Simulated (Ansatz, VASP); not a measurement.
## Two plane-wave programs on Pt

```
Pt
1.0
     0.00000    1.96997    1.96997
     1.96997    0.00000    1.96997
     1.96997    1.96997    0.00000
Pt
1
Direct
  0.00000 0.00000 0.00000
```

Alike in both runs: functional r2SCAN; k mesh 18 × 18 × 18; occupations gaussian, width 0.1 eV; no spin polarisation.

Ansatz relaxed the structure, and its values are those at the end. VASP's run is a single point on that final structure, the one shown.

|  | VASP | Ansatz |
| --- | --- | --- |
| version | VASP 6.6.1 | Ansatz 0.2.0 |
| potentials or method | VASP PAW PBE potentials, release 64 (Pt), cutoff 550 eV | scalar-relativistic, plane waves, PAW |
| valence electrons in the cell | 10 | 18 |

Ansatz gave:

```
gap on the k mesh at the Fermi level (eV) : none
pressure (GPa)                            : 0.0
```

Task: Estimate VASP's values.

Result: gap on the k mesh at the Fermi level (eV): none; pressure (GPa): 0.8.

VASP's potentials were made for PBE, not for r2SCAN. A gap of «none» marks a metal or a gap that the smearing closes. VASP's potentials hold 10 valence electrons a cell and Ansatz's 18, so a difference there can come from the potentials and not from the codes.

Neither program's run includes spin-orbit coupling.
